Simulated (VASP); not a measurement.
# Si16As (a cell with a defect) in VASP: notebook

The runs below take Si16As (a cell with a defect) through single point, relaxation of the atoms, with LDA.

All numbers are computed with VASP 6.6.1; they aren't measurements. Logs are shortened: lines on timing, memory, paths and dates and some standing lists are left out, and cuts for length are marked.

## Step 1: The cell of the first run

The cell holds a defect, 17 atoms: a = 7.679 Å, b = 7.679 Å, c = 7.679 Å, α = 60.00°, β = 60.00°, γ = 60.00°.

## Step 2: Single point, LDA, collinear spin

The input, INCAR:

```
PREC     = Accurate       # precision mode
ENCUT    = 520            # plane-wave cutoff, eV
EDIFF    = 1E-6           # SCF threshold, eV
ISMEAR   = -1             # smearing method
SIGMA    = 0.02           # smearing width, eV
LREAL    = Auto         
LASPH    = True           # aspherical terms in the spheres
NELM     = 150            # most SCF steps
ALGO     = Normal         # electronic algorithm
ISIF     = 2              # what is computed and relaxed
LWAVE    = False          # write WAVECAR
LCHARG   = False          # write CHGCAR
ISPIN    = 2              # spin polarisation
MAGMOM   = 0 0 0 0 0 0 0 0 0 0 0 0 0 0 0 0 1 # initial moments
LORBIT   = 11             # projections on sites
GGA      = CA             # functional
NBANDS   = 52             # bands
```

The input, KPOINTS:

```
Automatic mesh
0
Gamma
  2 2 2
```

The input, POSCAR:

```
Si16As
1.0
    0.0000000000      5.4300000000      5.4300000000
    5.4300000000      0.0000000000      5.4300000000
    5.4300000000      5.4300000000      0.0000000000
Si As
16 1
Direct
    0.0013451096      0.0017696535     -0.0037940679
    0.1212899884      0.1219302207      0.1284037950
    0.0013415489      0.0017737143      0.5007053663
    0.1251372999      0.1252388474      0.6248257594
   -0.0115062575      0.5047172675      0.0034057881
    0.1212874693      0.6294299181      0.1287721113
    0.0013656947      0.4965661524      0.5010454279
    0.1212810736      0.6294336612      0.6205414040
    0.5040711190     -0.0107503765      0.0033534919
    0.6290411349      0.1218455332      0.1286359278
    0.4964891841      0.0016715184      0.5009345703
    0.6290367891      0.1218482514      0.6205125699
    0.5041688072      0.5046814052      0.0037877846
    0.6253814904      0.6261674995      0.1242594941
    0.5041515211      0.5046767590      0.4874267018
    0.6291390878      0.6293622761      0.6207686543
    0.3753880395      0.3761631987      0.8742603210
```

Potentials or basis: VASP PAW LDA potentials, release 64 (Si, As).

Command:

```
> cat potpaw_LDA.64/Si/POTCAR potpaw_LDA.64/As/POTCAR > POTCAR
> mpirun -np 1 vasp_std > vasp.out
```

OUTCAR:

```text
PREC = Accurate
   ENCUT = 520
   EDIFF = 1E-6
   ISMEAR = -1
   LREAL = Auto
   LASPH = True
   NELM = 150
   ISIF = 2
   ISPIN = 2
   LORBIT = 11
   GGA = CA

 ion  position               nearest neighbor table
   1  0.001  0.002  0.996-   4 2.33   2 2.33  10 2.34   6 2.34
   2  0.121  0.122  0.128-   3 2.33   1 2.33   9 2.40   5 2.40  17 2.76
   3  0.001  0.002  0.501-   4 2.33   2 2.33  12 2.34   8 2.34
   4  0.125  0.125  0.625-   7 2.33  11 2.33   1 2.33   3 2.33
   5  0.988  0.505  0.003-  14 2.28   2 2.40   8 2.40   6 2.40  17 2.43
   6  0.121  0.629  0.129-   7 2.33   1 2.34   5 2.40  13 2.40  17 2.76
   7  0.001  0.497  0.501-   4 2.33  16 2.33   6 2.33   8 2.33
   8  0.121  0.629  0.621-   7 2.33   3 2.34   5 2.40  15 2.40  17 2.76
   9  0.504  0.989  0.003-  14 2.28   2 2.40  12 2.40  10 2.40  17 2.43
  10  0.629  0.122  0.129-  11 2.33   1 2.34  13 2.40   9 2.40  17 2.76
  11  0.496  0.002  0.501-   4 2.33  10 2.33  12 2.34  16 2.34
  12  0.629  0.122  0.621-   3 2.34  11 2.34  15 2.40   9 2.40  17 2.76
  13  0.504  0.505  0.004-  14 2.28  10 2.40   6 2.40  16 2.40  17 2.43
  14  0.625  0.626  0.124-   9 2.28   5 2.28  15 2.28  13 2.28
  15  0.504  0.505  0.487-  14 2.28  12 2.40   8 2.40  16 2.40  17 2.43
  16  0.629  0.629  0.621-   7 2.33  11 2.34  15 2.40  13 2.40  17 2.75
  17  0.375  0.376  0.874-  13 2.43  15 2.43   5 2.43   9 2.43  16 2.75   6 2.76   8 2.76  10 2.76
                            12 2.76   2 2.76

  LATTYP: Found a face centered cubic cell.
 ALAT       =    10.8600000000

  Lattice vectors:

 A1 = (   0.0000000000,   5.4300000000,   5.4300000000)
 A2 = (   5.4300000000,   0.0000000000,   5.4300000000)
 A3 = (   5.4300000000,   5.4300000000,   0.0000000000)

Analysis of symmetry for initial positions (statically):
=====================================================================
 Subroutine PRICEL returns:
 Original cell was already a primitive cell.

 Routine SETGRP: Setting up the symmetry group for a
 face centered cubic supercell.

 Subroutine GETGRP returns: Found  1 space group operations
 (whereof  1 operations were pure point group operations)
 out of a pool of 48 trial point group operations.

The static configuration has the point symmetry C_1 .

Analysis of symmetry for dynamics (positions and initial velocities):
=====================================================================
 Subroutine PRICEL returns:
 Original cell was already a primitive cell.

 Routine SETGRP: Setting up the symmetry group for a
 face centered cubic supercell.

 Subroutine GETGRP returns: Found  1 space group operations
 (whereof  1 operations were pure point group operations)
 out of a pool of 48 trial point group operations.

The dynamic configuration has the point symmetry C_1 .

Analysis of structural, dynamic, and magnetic symmetry:
=====================================================================
 Subroutine PRICEL returns:
 Original cell was already a primitive cell.

 Routine SETGRP: Setting up the symmetry group for a
 face centered cubic supercell.

 Subroutine GETGRP returns: Found  1 space group operations
 (whereof  1 operations were pure point group operations)
 out of a pool of 48 trial point group operations.

The overall configuration has the point symmetry C_1 .

 Subroutine INISYM returns: Found  1 space group operations
 (whereof  1 operations are pure point group operations),
 and found     1 'primitive' translations

----------------------------------------------------------------------------------------

                                     Primitive cell

  volume of cell :     320.2060

  direct lattice vectors                    reciprocal lattice vectors
     0.000000000  5.430000000  5.430000000    -0.092081031  0.092081031  0.092081031
     5.430000000  0.000000000  5.430000000     0.092081031 -0.092081031  0.092081031
     5.430000000  5.430000000  0.000000000     0.092081031  0.092081031 -0.092081031

  length of vectors
     7.679179644  7.679179644  7.679179644     0.159489025  0.159489025  0.159489025

  position of ions in fractional coordinates (direct lattice)
     0.001345110  0.001769653  0.996205932
     0.121289988  0.121930221  0.128403795
     0.001341549  0.001773714  0.500705366
     0.125137300  0.125238847  0.624825759
     0.988493742  0.504717267  0.003405788
     0.121287469  0.629429918  0.128772111
[... 9 lines left out ...]
     0.629139088  0.629362276  0.620768654
     0.375388040  0.376163199  0.874260321

[... 64 lines left out ...]
 SYSTEM =  unknown system
   PREC   = accura    normal or accurate (medium, high low for compatibility)
   ISTART =      0    job   : 0-new  1-cont  2-samecut
   ICHARG =      2    charge: 1-file 2-atom 10-const
   ISPIN  =      2    spin polarized calculation?
   LNONCOLLINEAR =      F non collinear calculations
   LSORBIT =      F    spin-orbit coupling
   LASPH  =      T    aspherical Exc in radial PAW
   ENCUT  =  520.0 eV  38.22 Ry    6.18 a.u.  14.28 14.28 14.28*2*pi/ulx,y,z
   NELM   =    150;   NELMIN=  2; NELMDL= -5     # of ELM steps
   EDIFF  = 0.1E-05   stopping-criterion for ELM
   LREAL  =      T    real-space projection
   EDIFFG = 0.1E-04   stopping-criterion for IOM
   NSW    =      0    number of steps for IOM
   IBRION =     -1    ionic relax: 0-MD 1-quasi-New 2-CG
   NFREE  =      0    steps in history (QN), initial steepest desc. (CG)
   ISIF   =      2    stress and relaxation
   ISYM   =      2    0-nonsym 1-usesym 2-fastsym
   POTIM  = 0.5000    time-step for ionic-motion
   TEBEG  =    0.0;   TEEND  =   0.0 temperature during run
   PSTRESS=    0.0 pullay stress
   NELECT =      69.0000    total number of electrons
   NUPDOWN=      -1.0000    fix difference up-down
   EMIN   =  10.00;   EMAX   =-10.00  energy-range for DOS
   EFERMI =   0.00;   METHOD = LEGACY
   ISMEAR =    -1;   SIGMA  =   0.02  broadening in eV -4-tet -1-fermi 0-gaus
   EFERMI_NEDOS =   21; number of points for ismear=-14 and -15
   IALGO  =     38    algorithm
   IMIX   =      4    mixing-type and parameters
     AMIX     =   0.40;   BMIX     =  1.00
     AMIX_MAG =   1.60;   BMIX_MAG =  1.00
  volume/ion in A,a.u.               =      18.84       127.11
  Fermi-wavevector in a.u.,A,eV,Ry     =   0.981480  1.854728 13.106528  0.963303
  Thomas-Fermi vector in A             =   2.112490
   LORBIT       =     11    0 simple, 1 ext, 2 COOP (PROOUT), +10 PAW based schemes
   GGA     = CA    functional components
   LHFCALC =     F    Hartree Fock is set to
   AEXX    =    0.0000 exact exchange contribution
   IVDW    =     0    specifies the selected vdW correction
   LEPSILON=     F    determine dielectric tensor
   LRPA    =     F    only Hartree local field effects (RPA)
 spin polarized calculation
  energy-cutoff  :      520.00
  volume of cell :      320.21
 maximum number of plane-waves:      8646
 NGX is ok and might be reduce to    60
   NGX = 29   NGY = 29   NGZ = 29

 number of electron      69.0000000 magnetization       0.0010239

 number of electron      69.0000000 magnetization      -0.0003978

 Free energy of the ion-electron system (eV)
  ---------------------------------------------------
  ext. energy  EPLUGINS =         0.00000000
  ---------------------------------------------------
  free energy    TOTEN  =       -96.36964257 eV

  energy without entropy =      -96.36825123  energy(sigma->0) =      -96.36894690

 E-fermi :   6.8964     XC(G=0):  -9.8953

 val. band max:        6.8096155422   @ k =   0.0000   0.0000   0.0000
 cond. band min:       6.9902054243   @ k =   0.0000   0.0000   0.0000
 fundamental gap:      0.1805898821
 Fermi energy:         6.8964475682

 spin component 1

 k-point     1 :       0.0000    0.0000    0.0000
  band No.  band energies     occupation
      1      -7.6318      1.00000
      2      -4.6674      1.00000
      3      -3.7884      1.00000
      4      -3.7882      1.00000
      5      -3.7867      1.00000
      6      -3.2652      1.00000
[... 381 lines left out ...]
     45      10.0821      0.00000
     46      10.0829      0.00000
 Fermi energy:         6.8964475682

 spin component 2

 k-point     1 :       0.0000    0.0000    0.0000
  band No.  band energies     occupation
      1      -7.6319      1.00000
      2      -4.6674      1.00000
      3      -3.7884      1.00000
      4      -3.7883      1.00000
      5      -3.7867      1.00000
      6      -3.2652      1.00000
[... 381 lines left out ...]
     45      10.0821      0.00000
     46      10.0829      0.00000
 [bands above 46 left out]

------------------------ aborting loop because EDIFF is reached ----------------------------------------

  FORCE on cell =-STRESS in cart. coord.  units (eV):
  Direction    XX          YY          ZZ          XY          YZ          ZX
  --------------------------------------------------------------------------------------
  -------------------------------------------------------------------------------------
  Total        6.3649201      6.3640446      6.3662522      0.0004388      0.0024395     -0.0021957
  in kB       31.8474050     31.8430245     31.8540705      0.0021956      0.0122062     -0.0109862
  external PRESSURE =      31.8481667 kB  Pullay stress =       0.0000000 kB

 VOLUME and BASIS-vectors are now :
 -----------------------------------------------------------------------------
  energy-cutoff  :      520.00
  volume of cell :      320.21
      direct lattice vectors                 reciprocal lattice vectors
     0.000000000  5.430000000  5.430000000    -0.092081031  0.092081031  0.092081031
     5.430000000  0.000000000  5.430000000     0.092081031 -0.092081031  0.092081031
     5.430000000  5.430000000  0.000000000     0.092081031  0.092081031 -0.092081031

 POSITION                                       TOTAL-FORCE (eV/Angst)
 -----------------------------------------------------------------------------------
      5.41901      5.41670      0.01691        -0.003964     -0.004108      0.004140
      1.35931      1.35584      1.32069        -0.000407      0.000483      0.000470
      2.72846      2.72611      0.01692         0.003976      0.004047      0.004212
      4.07285      4.07230      1.35954        -0.000316     -0.000017     -0.002718
      2.75911      5.38601      8.10814         0.015641     -0.015443     -0.018362
      4.11704      1.35782      4.07640        -0.002273     -0.000366      0.001719
[... 9 lines left out ...]
      6.78821      6.78700      6.83366         0.002173     -0.001949     -0.001480
      6.78980      6.78559      4.08092         0.001747     -0.000845      0.002630
 -----------------------------------------------------------------------------------
    total drift:                                0.004596     -0.002684      0.008933

  FREE ENERGIE OF THE ION-ELECTRON SYSTEM (eV)
  ---------------------------------------------------
  free  energy   TOTEN  =       -96.3696425680 eV

  energy  without entropy=      -96.3682512317  energy(sigma->0) =      -96.36894690

 total charge

# of ion       s       p       d       tot
------------------------------------------
    1        0.759   0.955   0.000   1.714
    2        0.770   0.918   0.000   1.687
    3        0.759   0.955   0.000   1.714
    4        0.746   0.969   0.000   1.715
    5        0.759   0.935   0.000   1.694
    6        0.770   0.917   0.000   1.687
[... 9 lines left out ...]
   16        0.770   0.917   0.000   1.687
   17        1.334   1.436   0.120   2.890
--------------------------------------------------
tot         13.588  16.431   0.120  30.139

 magnetization (x)

# of ion       s       p       d       tot
------------------------------------------
    1       -0.000   0.000   0.000   0.000
    2       -0.000  -0.000   0.000  -0.000
    3       -0.000   0.000   0.000   0.000
    4       -0.000  -0.000   0.000  -0.000
    5       -0.000  -0.000   0.000  -0.000
    6       -0.000  -0.000   0.000  -0.000
[... 9 lines left out ...]
   16       -0.000  -0.000   0.000  -0.000
   17       -0.000  -0.000  -0.000  -0.000
--------------------------------------------------
tot         -0.000  -0.000  -0.000  -0.000
```

Run time: 12 min. Hardware: 1 thread of Intel Xeon Platinum 8259CL at 2.50GHz (Skylake/Cascade Lake), shared host; peak memory 0.49 GiB.

Results:

```
Free energy                                           : -96.3696 eV
Pressure                                              : 3.2 GPa
Largest force                                         : 0.030 eV/Å
Net moment                                            : 0.00 μB per cell
Valence electrons inside the program's atomic spheres : Si 1.71, 1.69, 1.72, 1.78 (each value once); As 2.89
```

Forces on the atoms (eV/Å):
```
Si  -0.004 -0.004  0.004
Si   0.000  0.000  0.000
Si   0.004  0.004  0.004
Si   0.000  0.000 -0.003
Si   0.016 -0.015 -0.018
Si  -0.002  0.000  0.002
Si  -0.004  0.004  0.001
Si   0.000  0.002  0.001
Si  -0.017  0.017 -0.017
Si   0.000 -0.002 -0.001
Si   0.004 -0.004 -0.001
Si   0.002  0.000 -0.001
Si   0.016  0.016  0.018
Si  -0.002  0.001 -0.007
Si  -0.017 -0.017  0.018
Si   0.002 -0.002 -0.001
As   0.002 -0.001  0.003
```

Caveat: the k points lie up to 0.50 Å⁻¹ apart.

[end of part 1 of 2]
